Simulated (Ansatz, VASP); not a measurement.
# Mg3BeS in VASP and in Ansatz

```xyz
5
Lattice="3.9221 0.0000 0.0000 0.0000 3.9221 0.0000 0.0000 0.0000 5.0471" Properties=species:S:1:pos:R:3 pbc="T T T"
Mg    0.0000    1.9611    2.5978
Mg    1.9611    1.9611    0.5847
Mg    1.9611    0.0000    2.5978
Be    1.9611    1.9611    3.5556
S     0.0000    0.0000    5.0073
```

Change from the starting cell: species swapped into the CeBPt3 type (P4mm, No. 99).

Alike in both runs: task relaxation of cell and atoms; functional PBE; k mesh 4 × 4 × 4; occupations gaussian, width 0.1 eV; no spin polarisation.

|  | VASP | Ansatz |
| --- | --- | --- |
| version | VASP 6.6.1 | Ansatz 0.2.0 |
| potentials or method | VASP PAW PBE potentials, release 64 (Mg, Be, S), cutoff 600 eV | scalar-relativistic, plane waves, PAW |
| valence electrons in the cell | 14 | 38 |

Ansatz gave:

| Item | Value |
| --- | --- |
| gap on the k mesh at the Fermi level, each at its own relaxed structure (eV) | none |
| relaxed volume (Å³/atom) | 23.12 |
| relaxed cell length with the largest relative difference (Å) | 4.831 |

Task: Estimate VASP's values.

Result: gap on the k mesh at the Fermi level, each at its own relaxed structure (eV): none; relaxed volume (Å³/atom): 22.90; relaxed cell length with the largest relative difference (Å): 4.808.

A gap of «none» marks a metal or a gap that the smearing closes. VASP's potentials hold 14 valence electrons a cell and Ansatz's 38, so a difference there can come from the potentials and not from the codes.

The k mesh is coarse, so the values compare programs but aren't converged. Noted on VASP's run: the volume moved by over 15 % at a fixed basis, so the end points are rough.
